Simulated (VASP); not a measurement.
# TaSi2 (P6_422) in VASP: relaxation of cell and atoms with LDA

Aim: the relaxation of cell and atoms of TaSi2 with LDA.

All numbers are computed with VASP 6.6.1; they aren't measurements. Logs are shortened: lines on timing, memory, paths and dates and some standing lists are left out, and cuts for length are marked.

**1. The cell of the first run**

Symmetry: P6_422, No. 181, hexagonal system. Conventional cell: a = 4.735 Å, b = 4.735 Å, c = 6.514 Å, α = 90.00°, β = 90.00°, γ = 120.00°. Within 3.4 Å of Ta (site symmetry 222) lie 10 Si at 2.58 to 2.79 Å and 4 Ta at 3.21 Å. Si (site symmetry 2) has 9 Si at 2.53 to 3.29 Å and 5 Ta at 2.58 to 2.79 Å within 3.3 Å.

**2. Relaxation of cell and atoms, LDA**

INCAR

```
SYSTEM = TaSi2
  PREC = Accurate
  ENCUT = 600
  EDIFF = 1E-7
  ISMEAR = -1
  SIGMA = 0.15
  LREAL = .FALSE.
  LASPH = .TRUE.
  NELM = 80
  ALGO = Fast
  ISIF = 3
  LWAVE = .FALSE.
  LCHARG = .FALSE.
  GGA = CA
  IBRION = 2
  NSW = 80
  EDIFFG = -0.001
```

KPOINTS

```
regular mesh
0
G
  12 12 8
  0 0 0
```

POSCAR

```
TaSi2
1.0
    4.7345999696      0.0000000029      0.0000000000
   -2.3672999873      4.1002838490      0.0000000000
    0.0000000000      0.0000000000      6.5143461540
Ta Si
3 6
Direct
    0.0000000000      0.5000000000      0.3333333333
    0.5000000000      0.5000000000      0.6666666667
    0.5000000000      0.0000000000      0.0000000000
    0.8406787339      0.6813574678      0.0000000000
    0.1593212661      0.8406787339      0.6666666667
    0.6813574678      0.8406787339      0.3333333333
    0.1593212661      0.3186425322      0.0000000000
    0.8406787339      0.1593212661      0.6666666667
    0.3186425322      0.1593212661      0.3333333333
```

Potentials or basis: VASP PAW LDA potentials, release 64 (Ta_pv, Si).

The run is started by

```console
cat potpaw_LDA.64/Ta_pv/POTCAR potpaw_LDA.64/Si/POTCAR > POTCAR
mpirun -np 1 vasp_std > vasp.out
```

OUTCAR:

```text
SYSTEM = TaSi2
   PREC = Accurate
   ENCUT = 600
   EDIFF = 1E-7
   ISMEAR = -1
   LREAL = .FALSE.
   LASPH = .TRUE.
   NELM = 80
   ISIF = 3
   GGA = CA
   IBRION = 2
   NSW = 80
   EDIFFG = -0.001

 ion  position               nearest neighbor table
   1  0.000  0.500  0.333-   4 2.58   7 2.58   5 2.58   8 2.58   6 2.70   9 2.70   9 2.70   6 2.70
                             6 2.79   9 2.79   3 3.21   3 3.21   2 3.21   2 3.21
   2  0.500  0.500  0.667-   4 2.58   7 2.58   6 2.58   9 2.58   5 2.70   8 2.70   5 2.70   8 2.70
                             8 2.79   5 2.79   3 3.21   3 3.21   1 3.21   1 3.21
   3  0.500  0.000  0.000-   6 2.58   9 2.58   8 2.58   5 2.58   4 2.70   7 2.70   7 2.70   4 2.70
                             7 2.79   4 2.79   2 3.21   2 3.21   1 3.21   1 3.21
   4  0.841  0.681  0.000-   6 2.53   5 2.53   1 2.58   2 2.58   7 2.61   3 2.70   3 2.70   3 2.79
                             7 2.80   7 2.80   8 3.14   9 3.14
   5  0.159  0.841  0.667-   4 2.53   9 2.53   3 2.58   1 2.58   8 2.61   2 2.70   2 2.70   2 2.79
                             8 2.80   8 2.80   7 3.14   6 3.14
   6  0.681  0.841  0.333-   4 2.53   8 2.53   3 2.58   2 2.58   9 2.61   1 2.70   1 2.70   1 2.79
                             9 2.80   9 2.80   7 3.14   5 3.14
   7  0.159  0.319  0.000-   9 2.53   8 2.53   1 2.58   2 2.58   4 2.61   3 2.70   3 2.70   3 2.79
                             4 2.80   4 2.80   5 3.14   6 3.14
   8  0.841  0.159  0.667-   7 2.53   6 2.53   3 2.58   1 2.58   5 2.61   2 2.70   2 2.70   2 2.79
                             5 2.80   5 2.80   4 3.14   9 3.14
   9  0.319  0.159  0.333-   7 2.53   5 2.53   3 2.58   2 2.58   6 2.61   1 2.70   1 2.70   1 2.79
                             6 2.80   6 2.80   4 3.14   8 3.14

  LATTYP: Found a hexagonal cell.
 ALAT       =     4.7345999696
 C/A-ratio  =     1.3759021239

  Lattice vectors:

 A1 = (   4.7345999696,   0.0000000029,   0.0000000000)
 A2 = (  -2.3672999873,   4.1002838490,   0.0000000000)
 A3 = (   0.0000000000,   0.0000000000,   6.5143461540)

Analysis of symmetry for initial positions (statically):
=====================================================================
 Subroutine PRICEL returns:
 Original cell was already a primitive cell.

 Routine SETGRP: Setting up the symmetry group for a
 hexagonal supercell.

 Subroutine GETGRP returns: Found 12 space group operations
 (whereof  4 operations were pure point group operations)
 out of a pool of 24 trial point group operations.

The static configuration has the point symmetry D_2 .
 The point group associated with its full space group is D_6 .

Analysis of symmetry for dynamics (positions and initial velocities):
=====================================================================
 Subroutine PRICEL returns:
 Original cell was already a primitive cell.

 Routine SETGRP: Setting up the symmetry group for a
 hexagonal supercell.

 Subroutine GETGRP returns: Found 12 space group operations
 (whereof  4 operations were pure point group operations)
 out of a pool of 24 trial point group operations.

The dynamic configuration has the point symmetry D_2 .
 The point group associated with its full space group is D_6 .

 Subroutine INISYM returns: Found 12 space group operations
 (whereof  4 operations are pure point group operations),
 and found     1 'primitive' translations

----------------------------------------------------------------------------------------

                                     Primitive cell

  volume of cell :     126.4643

  direct lattice vectors                    reciprocal lattice vectors
     4.734599970  0.000000003  0.000000000     0.211211086  0.121942777  0.000000000
    -2.367299987  4.100283849  0.000000000    -0.000000000  0.243885554  0.000000000
     0.000000000  0.000000000  6.514346154     0.000000000  0.000000000  0.153507348

  length of vectors
     4.734599970  4.734599970  6.514346154     0.243885554  0.243885554  0.153507348

  position of ions in fractional coordinates (direct lattice)
     0.000000000  0.500000000  0.333333333
     0.500000000  0.500000000  0.666666667
     0.500000000  0.000000000  0.000000000
     0.840678734  0.681357468  0.000000000
     0.159321266  0.840678734  0.666666667
     0.681357468  0.840678734  0.333333333
     0.159321266  0.318642532  0.000000000
     0.840678734  0.159321266  0.666666667
     0.318642532  0.159321266  0.333333333

  ion indices of the primitive-cell ions
   primitive index   ion index
                 1           1
[... 29 lines left out ...]

 Subroutine IBZKPT returns following result:
 ===========================================

 Found     95 irreducible k-points:

 Following reciprocal coordinates:
            Coordinates               Weight
  0.000000  0.000000  0.000000      1.000000
  0.083333  0.000000  0.000000      6.000000
  0.166667  0.000000  0.000000      6.000000
  0.250000  0.000000  0.000000      6.000000
  0.333333  0.000000  0.000000      6.000000
  0.416667  0.000000  0.000000      6.000000
[... 16 lines left out ...]
  0.250000  0.000000  0.125000     12.000000
  0.333333  0.000000  0.125000     12.000000
 [... further k-points ...]
   k-points           NKPTS =     95   k-points in BZ     NKDIM =     95   number of bands    NBANDS=     34
   number of dos      NEDOS =    301   number of ions     NIONS =      9
   total plane-waves  NPLWV =  86400
   dimension x,y,z NGX =    40 NGY =   40 NGZ =   54
   dimension x,y,z NGXF=    80 NGYF=   80 NGZF=  108
   ions per type =               3   6
   NGX,Y,Z   is equivalent  to a cutoff of  14.05, 14.05, 13.78 a.u.
   NGXF,Y,Z  is equivalent  to a cutoff of  28.09, 28.09, 27.56 a.u.
 SYSTEM =  TaSi2
   PREC   = accura    normal or accurate (medium, high low for compatibility)
   ISTART =      0    job   : 0-new  1-cont  2-samecut
   ICHARG =      2    charge: 1-file 2-atom 10-const
   ISPIN  =      1    spin polarized calculation?
   LNONCOLLINEAR =      F non collinear calculations
   LSORBIT =      F    spin-orbit coupling
   LASPH  =      T    aspherical Exc in radial PAW
   ENCUT  =  600.0 eV  44.10 Ry    6.64 a.u.   9.46  9.46 13.01*2*pi/ulx,y,z
   NELM   =     80;   NELMIN=  2; NELMDL= -5     # of ELM steps
   EDIFF  = 0.1E-06   stopping-criterion for ELM
   LREAL  =      F    real-space projection
   EDIFFG = -.1E-02   stopping-criterion for IOM
   NSW    =     80    number of steps for IOM
   IBRION =      2    ionic relax: 0-MD 1-quasi-New 2-CG
   NFREE  =      1    steps in history (QN), initial steepest desc. (CG)
   ISIF   =      3    stress and relaxation
   ISYM   =      2    0-nonsym 1-usesym 2-fastsym
   POTIM  = 0.5000    time-step for ionic-motion
   TEBEG  =    0.0;   TEEND  =   0.0 temperature during run
   PSTRESS=    0.0 pullay stress
   NELECT =      57.0000    total number of electrons
   NUPDOWN=      -1.0000    fix difference up-down
   EMIN   =  10.00;   EMAX   =-10.00  energy-range for DOS
   EFERMI =   0.00;   METHOD = LEGACY
   ISMEAR =    -1;   SIGMA  =   0.15  broadening in eV -4-tet -1-fermi 0-gaus
   EFERMI_NEDOS =   21; number of points for ismear=-14 and -15
   IALGO  =     68    algorithm
   IMIX   =      4    mixing-type and parameters
     AMIX     =   0.40;   BMIX     =  1.00
     AMIX_MAG =   1.60;   BMIX_MAG =  1.00
  volume/ion in A,a.u.               =      14.05        94.82
  Fermi-wavevector in a.u.,A,eV,Ry     =   1.255193  2.371970 21.436100  1.575509
  Thomas-Fermi vector in A             =   2.388961
   LORBIT       =      0    0 simple, 1 ext, 2 COOP (PROOUT), +10 PAW based schemes
   GGA     = CA    functional components
   LHFCALC =     F    Hartree Fock is set to
   AEXX    =    0.0000 exact exchange contribution
   IVDW    =     0    specifies the selected vdW correction
   LEPSILON=     F    determine dielectric tensor
   LRPA    =     F    only Hartree local field effects (RPA)
 conjugate gradient relaxation of ions
 non-spin polarized calculation
 RMM-DIIS sequential band-by-band and
  energy-cutoff  :      600.00
  volume of cell :      126.46
 maximum number of plane-waves:      4268
 NGX is ok and might be reduce to    40
   NGX = 19   NGY = 19   NGZ = 27

--------------------------------------- Ionic step        1  -------------------------------------------

 number of electron      57.0000000 magnetization

 Free energy of the ion-electron system (eV)
  ---------------------------------------------------
  ext. energy  EPLUGINS =         0.00000000
  ---------------------------------------------------
  free energy    TOTEN  =       -79.46245948 eV

  energy without entropy =      -79.26148935  energy(sigma->0) =      -79.36197441

------------------------ aborting loop because EDIFF is reached ----------------------------------------

  FORCE on cell =-STRESS in cart. coord.  units (eV):
  Direction    XX          YY          ZZ          XY          YZ          ZX
  --------------------------------------------------------------------------------------
  -------------------------------------------------------------------------------------
  Total        0.3362755      0.3362755      0.9599045      0.0000000      0.0000000      0.0000000
  in kB        4.2602764      4.2602764     12.1610361      0.0000000      0.0000000      0.0000000
  external PRESSURE =       6.8938629 kB  Pullay stress =       0.0000000 kB
[... 110 lines left out ...]
  FREE ENERGIE OF THE ION-ELECTRON SYSTEM (eV)
  ---------------------------------------------------
  free  energy   TOTEN  =       -79.4638747253 eV

  energy  without entropy=      -79.2611569566  energy(sigma->0) =      -79.36251584

[... ionic steps 4 to 10 ...]

--------------------------------------- Ionic step       11  -------------------------------------------

 number of electron      57.0000000 magnetization

------------------------ aborting loop because EDIFF is reached ----------------------------------------
[... 81 lines left out ...]
--------------------------------------- Ionic step       13  -------------------------------------------

 number of electron      57.0000000 magnetization

 Free energy of the ion-electron system (eV)
  ---------------------------------------------------
  ext. energy  EPLUGINS =         0.00000000
  ---------------------------------------------------
  free energy    TOTEN  =       -79.46438606 eV

  energy without entropy =      -79.26040144  energy(sigma->0) =      -79.36239375

 E-fermi :   9.5841     XC(G=0): -12.3095

 val. band max:        9.5806950309   @ k =   0.4167   0.0833   0.1250
 cond. band min:       9.5841463644   @ k =   0.3333   0.3333   0.3750
 fundamental gap:      0.0034513335
 Fermi energy:         9.5841288619

 k-point     1 :       0.0000    0.0000    0.0000
  band No.  band energies     occupation
      1     -24.5317      2.00000
      2     -24.5317      2.00000
      3     -24.5170      2.00000
      4     -24.4524      2.00000
      5     -24.4524      2.00000
      6     -24.3487      2.00000
[... 877 lines left out ...]
     33      11.9841      0.00000
     34      12.3532      0.00000

 [... further k-points ...]
[... 5 lines left out ...]
  --------------------------------------------------------------------------------------
  -------------------------------------------------------------------------------------
  Total        0.0057688      0.0057688      0.0084807      0.0000000     -0.0000000      0.0000000
  in kB        0.0728622      0.0728622      0.1071145      0.0000000     -0.0000000      0.0000000
  external PRESSURE =       0.0842796 kB  Pullay stress =       0.0000000 kB
[... 24 lines left out ...]
  FREE ENERGIE OF THE ION-ELECTRON SYSTEM (eV)
  ---------------------------------------------------
  free  energy   TOTEN  =       -79.4643860637 eV

  energy  without entropy=      -79.2604014435  energy(sigma->0) =      -79.36239375

 reached required accuracy - stopping structural energy minimisation
```

Wall time 87 min (1 thread of Oxide Virtual Turin-like, shared host); peak memory 0.48 GiB.

What came out:

```
Free energy                           : -79.4644 eV
Relaxed volume                        : 14.09 Å³/atom
Relaxed cell                          : a = 4.736 Å, b = 4.736 Å, c = 6.531 Å, α = 90.00°, β = 90.00°, γ = 120.00°
Space group after relaxing (to 0.1 Å) : P6_422 (No. 181)
Energy gained by relaxing             : 0.2 meV/atom
Ionic steps                           : 13
Pressure after relaxing               : 0.0 GPa
Band gap on the k mesh                : zero (an odd number of electrons rules out a gap without spin polarisation)
```

The path:
```
step  energy change (eV)  largest force (eV/Å)  pressure (GPa)  volume (Å³)
   1              0.0000                0.0419            0.69       126.46
   2              0.0010                0.0251           -1.16       127.57
   3             -0.0014                0.0343           -0.15       126.96
   4             -0.0014                0.0348           -0.10       126.93
   5             -0.0019                0.0149            0.00       126.86
   6             -0.0019                0.0133            0.01       126.85
   7             -0.0019                0.0100            0.02       126.84
   8             -0.0019                0.0036            0.05       126.82
   9             -0.0019                0.0080            0.03       126.83
  10             -0.0019                0.0022           -0.02       126.87
  11             -0.0019                0.0002           -0.01       126.87
  12             -0.0019                0.0001           -0.01       126.87
  13             -0.0019                0.0001            0.01       126.85
```

Final structure:
```
CELL_PARAMETERS angstrom
4.73597 0.00000 0.00000
-2.36799 4.10147 0.00000
0.00000 0.00000 6.53052
ATOMIC_POSITIONS crystal
Ta 0.00000 0.50000 0.33333
Ta 0.50000 0.50000 0.66667
Ta 0.50000 0.00000 0.00000
Si 0.84025 0.68050 0.00000
Si 0.15975 0.84025 0.66667
Si 0.68050 0.84025 0.33333
Si 0.15975 0.31950 0.00000
Si 0.84025 0.15975 0.66667
Si 0.31950 0.15975 0.33333
```

Caveat: spin-orbit coupling is left out, which moves the levels of the heavy elements; an odd number of electrons without spin polarisation forces a metal; a magnetic or distorted state may lie lower.
